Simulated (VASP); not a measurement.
# TmF4 (Im-3m) in VASP: vibrations by perturbation theory with PBE

Aim: the vibrations by perturbation theory of TmF4 with PBE.

Program: VASP 6.6.1. These are calculated values, not measurements. Logs are shortened: lines on timing, memory, paths and dates and some standing lists are left out, and cuts for length are marked.

## 1. The cell of the first run

It takes space group Im-3m (No. 229, cubic). The conventional cell has a = 5.169 Å, b = 5.169 Å, c = 5.169 Å, α = 90.00°, β = 90.00°, γ = 90.00°. Within 3.0 Å of Tm (site symmetry m-3m) lie 8 F at 2.24 Å. Within 3.0 Å of F (site symmetry -3m) lie 2 Tm at 2.24 Å and 6 F at 2.58 Å.

## 2. Vibrations by perturbation theory, PBE

Contents of INCAR:

```
SYSTEM = TmF4
  ALGO = Normal
  EDIFF = 1E-8
  ENCUT = 600
  GGA = PE
  GGA_COMPAT = .FALSE.
  IBRION = 8
  ISIF = 2
  ISMEAR = -1
  LASPH = .TRUE.
  LCHARG = .FALSE.
  LMAXMIX = 6
  LREAL = .FALSE.
  LWAVE = .FALSE.
  NELM = 200
  NSW = 1
  PREC = Accurate
  SIGMA = 0.15
```

Contents of KPOINTS:

```
k-points
0
G
  10 10 10
  0 0 0
```

Contents of POSCAR:

```
TmF4
1.0
   -2.5845939698      2.5845939698      2.5845939698
    2.5845939698     -2.5845939698      2.5845939698
    2.5845939698      2.5845939698     -2.5845939698
Tm F
1 4
Direct
    0.0000000000      0.0000000000      0.0000000000
    0.0000000000      0.0000000000      0.5000000000
    0.0000000000      0.5000000000      0.0000000000
    0.5000000000      0.0000000000      0.0000000000
    0.5000000000      0.5000000000      0.5000000000
```

Potentials or basis: VASP PAW PBE potentials, release 64 (Tm_3, F), 4f in core.

Started as:

```console
$ cat potpaw_PBE.64/Tm_3/POTCAR potpaw_PBE.64/F/POTCAR > POTCAR
$ mpirun -np 1 vasp_std > vasp.out
```

OUTCAR:

```text
SYSTEM = TmF4
   EDIFF = 1E-8
   ENCUT = 600
   GGA = PE
   IBRION = 8
   ISIF = 2
   ISMEAR = -1
   LASPH = .TRUE.
   LREAL = .FALSE.
   NELM = 200
   NSW = 1
   PREC = Accurate

 ion  position               nearest neighbor table
   1  0.000  0.000  0.000-   2 2.24   3 2.24   4 2.24   5 2.24   2 2.24   3 2.24   4 2.24   5 2.24

   2  0.000  0.000  0.500-   1 2.24   1 2.24
   3  0.000  0.500  0.000-   1 2.24   1 2.24
   4  0.500  0.000  0.000-   1 2.24   1 2.24
   5  0.500  0.500  0.500-   1 2.24   1 2.24

  LATTYP: Found a body centered cubic cell.
 ALAT       =     5.1691879396

  Lattice vectors:

 A1 = (  -2.5845939698,   2.5845939698,   2.5845939698)
 A2 = (   2.5845939698,  -2.5845939698,   2.5845939698)
 A3 = (   2.5845939698,   2.5845939698,  -2.5845939698)

Analysis of symmetry for initial positions (statically):
=====================================================================
 Subroutine PRICEL returns:
 Original cell was already a primitive cell.

 Routine SETGRP: Setting up the symmetry group for a
 body centered cubic supercell.

 Subroutine GETGRP returns: Found 48 space group operations
 (whereof 48 operations were pure point group operations)
 out of a pool of 48 trial point group operations.

The static configuration has the point symmetry O_h .

Analysis of symmetry for dynamics (positions and initial velocities):
=====================================================================
 Subroutine PRICEL returns:
 Original cell was already a primitive cell.

 Routine SETGRP: Setting up the symmetry group for a
 body centered cubic supercell.

 Subroutine GETGRP returns: Found 48 space group operations
 (whereof 48 operations were pure point group operations)
 out of a pool of 48 trial point group operations.

The dynamic configuration has the point symmetry O_h .

 Subroutine INISYM returns: Found 48 space group operations
 (whereof 48 operations are pure point group operations),
 and found     1 'primitive' translations

----------------------------------------------------------------------------------------

                                     Primitive cell

  volume of cell :      69.0617

  direct lattice vectors                    reciprocal lattice vectors
    -2.584593970  2.584593970  2.584593970     0.000000000  0.193453984  0.193453984
     2.584593970 -2.584593970  2.584593970     0.193453984  0.000000000  0.193453984
     2.584593970  2.584593970 -2.584593970     0.193453984  0.193453984  0.000000000

  length of vectors
     4.476648073  4.476648073  4.476648073     0.273585248  0.273585248  0.273585248

  position of ions in fractional coordinates (direct lattice)
     0.000000000  0.000000000  0.000000000
     0.000000000  0.000000000  0.500000000
[... 736 lines left out ...]
     21       5.9587      0.00000
     22       7.2201      0.00000

 [... further k-points ...]
[... 5 lines left out ...]
  --------------------------------------------------------------------------------------
  -------------------------------------------------------------------------------------
  Total        0.1710451      0.1710451      0.1710451      0.0000000     -0.0000000     -0.0000000
  in kB        3.9681156      3.9681156      3.9681156      0.0000000     -0.0000000     -0.0000000
  external PRESSURE =       3.9681156 kB  Pullay stress =       0.0000000 kB

 VOLUME and BASIS-vectors are now :
 -----------------------------------------------------------------------------
  energy-cutoff  :      600.00
  volume of cell :       69.06
      direct lattice vectors                 reciprocal lattice vectors
    -2.584593970  2.584593970  2.584593970     0.000000000  0.193453984  0.193453984
     2.584593970 -2.584593970  2.584593970     0.193453984  0.000000000  0.193453984
     2.584593970  2.584593970 -2.584593970     0.193453984  0.193453984  0.000000000

 POSITION                                       TOTAL-FORCE (eV/Angst)
 -----------------------------------------------------------------------------------
      0.00000      0.00000      0.00000        -0.000000      0.000000      0.000000
      1.29230      1.29230     -1.29230        -0.000000      0.000000     -0.000000
      1.29230     -1.29230      1.29230         0.000000     -0.000000      0.000000
     -1.29230      1.29230      1.29230         0.000000      0.000000     -0.000000
      1.29230      1.29230      1.29230        -0.000000      0.000000      0.000000
 -----------------------------------------------------------------------------------
    total drift:                               -0.000000     -0.000000      0.000000

  FREE ENERGIE OF THE ION-ELECTRON SYSTEM (eV)
  ---------------------------------------------------
  free  energy   TOTEN  =       -27.7647098710 eV

  energy  without entropy=      -27.4475405124  energy(sigma->0) =      -27.60612519

[... ionic steps 2 to 3 ...]

--------------------------------------- Ionic step        4  -------------------------------------------

------------------------ aborting loop because EDIFF is reached ----------------------------------------

[... ionic steps 5 to 6 ...]

--------------------------------------- Ionic step        7  -------------------------------------------

 Free energy of the ion-electron system (eV)
  ---------------------------------------------------
  ---------------------------------------------------
  free energy    TOTEN  =        -0.54266487 eV

  energy without entropy =       -0.54266487

------------------------ aborting loop because EDIFF is reached ----------------------------------------

 INTERNAL STRAIN TENSOR  FOR ION    2  DIRECTION 1   (eV/Angst):
 -----------------------------------------------------------------------------
    -0.01365  0.00403 -0.00403
     0.00401  0.00819  0.00366
    -0.00401  0.00366  0.00819

 INTERNAL STRAIN TENSOR FOR ION    5 for displacements in x,y,z  (eV/Angst):
          X           Y           Z          XY          YZ          ZX
  --------------------------------------------------------------------------------
  x     0.00000     0.00000     0.00000     0.00000     0.00000     0.00000
  y     0.00000     0.00000     0.00000     0.00000     0.00000     0.00000
  z     0.00000     0.00000     0.00000     0.00000     0.00000     0.00000

 SECOND DERIVATIVES (NOT SYMMETRIZED)
 ------------------------------------
               1X          1Y          1Z          2X          2Y          2Z          3X          3Y          3Z          4X          4Y          4Z          5X          5Y          5Z
  1X    -7.652173    0.000000   -0.000000    1.913043    1.660147   -1.660147    1.913043   -1.660147    1.660147    1.913043   -1.660147   -1.660147    1.913043    1.660147    1.660147
  1Y     0.000000   -7.652173    0.000000    1.660147    1.913043   -1.660147   -1.660147    1.913043   -1.660147   -1.660147    1.913043    1.660147    1.660147    1.913043    1.660147
  1Z    -0.000000    0.000000   -7.652173   -1.660147   -1.660147    1.913043    1.660147   -1.660147    1.913043   -1.660147    1.660147    1.913043    1.660147    1.660147    1.913043
  2X     1.924933    1.660256   -1.660256   -4.260137   -1.746920    1.746920    2.380640   -0.000749    0.000749   -0.022718    0.001920   -0.085492   -0.022718    0.085492   -0.001920
  2Y     1.660256    1.924933   -1.660256   -1.746920   -4.260137    1.746920    0.001920   -0.022718   -0.085492   -0.000749    2.380640    0.000749    0.085492   -0.022718   -0.001920
  2Z    -1.660256   -1.660256    1.924933    1.746920    1.746920   -4.260137   -0.001920   -0.085492   -0.022718   -0.085492   -0.001920   -0.022718    0.000749    0.000749    2.380640
  3X     1.924933   -1.660256    1.660256    2.380640    0.000749   -0.000749   -4.260137    1.746920   -1.746920   -0.022718   -0.085492    0.001920   -0.022718   -0.001920    0.085492
  3Y    -1.660256    1.924933   -1.660256   -0.001920   -0.022718   -0.085492    1.746920   -4.260137    1.746920   -0.085492   -0.022718   -0.001920    0.000749    2.380640    0.000749
  3Z     1.660256   -1.660256    1.924933    0.001920   -0.085492   -0.022718   -1.746920    1.746920   -4.260137   -0.000749    0.000749    2.380640    0.085492   -0.001920   -0.022718
  4X     1.924933   -1.660256   -1.660256   -0.022718   -0.001920   -0.085492   -0.022718   -0.085492   -0.001920   -4.260137    1.746920    1.746920    2.380640    0.000749    0.000749
  4Y    -1.660256    1.924933    1.660256    0.000749    2.380640   -0.000749   -0.085492   -0.022718    0.001920    1.746920   -4.260137   -1.746920   -0.001920   -0.022718    0.085492
  4Z    -1.660256    1.660256    1.924933   -0.085492    0.001920   -0.022718    0.000749   -0.000749    2.380640    1.746920   -1.746920   -4.260137   -0.001920    0.085492   -0.022718
  5X     1.924933    1.660256    1.660256   -0.022718    0.085492    0.001920   -0.022718    0.001920    0.085492    2.380640   -0.000749   -0.000749   -4.260137   -1.746920   -1.746920
  5Y     1.660256    1.924933    1.660256    0.085492   -0.022718    0.001920   -0.000749    2.380640   -0.000749    0.001920   -0.022718    0.085492   -1.746920   -4.260137   -1.746920
  5Z     1.660256    1.660256    1.924933   -0.000749   -0.000749    2.380640    0.085492    0.001920   -0.022718    0.001920    0.085492   -0.022718   -1.746920   -1.746920   -4.260137

 Eigenvectors and eigenvalues of the dynamical matrix
 ----------------------------------------------------

   1 f  =   11.137657 THz    69.979965 2PiTHz  371.512261 cm-1    46.061629 meV
             X         Y         Z           dx          dy          dz
      0.000000  0.000000  0.000000    -0.063529   -0.040123    0.198449
      1.292297  1.292297 -1.292297     0.414890    0.433468   -0.307802
      1.292297 -1.292297  1.292297    -0.320035    0.237765   -0.112100
     -1.292297  1.292297  1.292297     0.291291   -0.373561   -0.184203
      1.292297  1.292297  1.292297    -0.196436   -0.177858    0.011499
[... 105 lines left out ...]
  15 f/i=    0.009759 THz     0.061320 2PiTHz    0.325537 cm-1     0.040361 meV
             X         Y         Z           dx          dy          dz
      0.000000  0.000000  0.000000    -0.593364   -0.582317   -0.019903
      1.292297  1.292297 -1.292297    -0.198262   -0.194576   -0.006371
      1.292297 -1.292297  1.292297    -0.197999   -0.194298   -0.006648
     -1.292297  1.292297  1.292297    -0.197990   -0.194308   -0.006643
      1.292297  1.292297  1.292297    -0.198272   -0.194585   -0.006921

--------------------------------------------------------------------------------------------------------

 ELASTIC MODULI CONTR FROM IONIC RELAXATION (kBar)
 Direction    XX          YY          ZZ          XY          YZ          ZX
 --------------------------------------------------------------------------------
 XX           0.0000      0.0000      0.0000      0.0000      0.0000      0.0000
 YY           0.0000      0.0000      0.0000      0.0000      0.0000      0.0000
 ZZ           0.0000      0.0000      0.0000      0.0000      0.0000      0.0000
 XY           0.0000      0.0000      0.0000      0.0000      0.0000      0.0000
 YZ           0.0000      0.0000      0.0000      0.0000      0.0000      0.0000
 ZX           0.0000      0.0000      0.0000      0.0000      0.0000      0.0000
 --------------------------------------------------------------------------------
```

Run time: 12 min. Hardware: 1 thread of AMD EPYC 9R45 (Zen 5), shared host; peak memory 1 GiB.

What came out:

- Highest phonon frequency at Γ, LO-TO splitting left out: 372 cm⁻¹

Phonon frequencies in cm⁻¹ (negative: imaginary):
```csv
q point,frequencies
"(0.000, 0.000, 0.000)",0 0 0 8 8 152 152 152 262 262 262 280 372 372 372
```

Caveat: spin-orbit coupling is left out, which moves the levels of the heavy elements; the 4f electrons are frozen in the core, so they carry no moment and show no levels; the run has no spin polarisation, though such a crystal can be magnetic. Spin polarisation is off, so any magnetic state and its effect on volume and gap are missing.
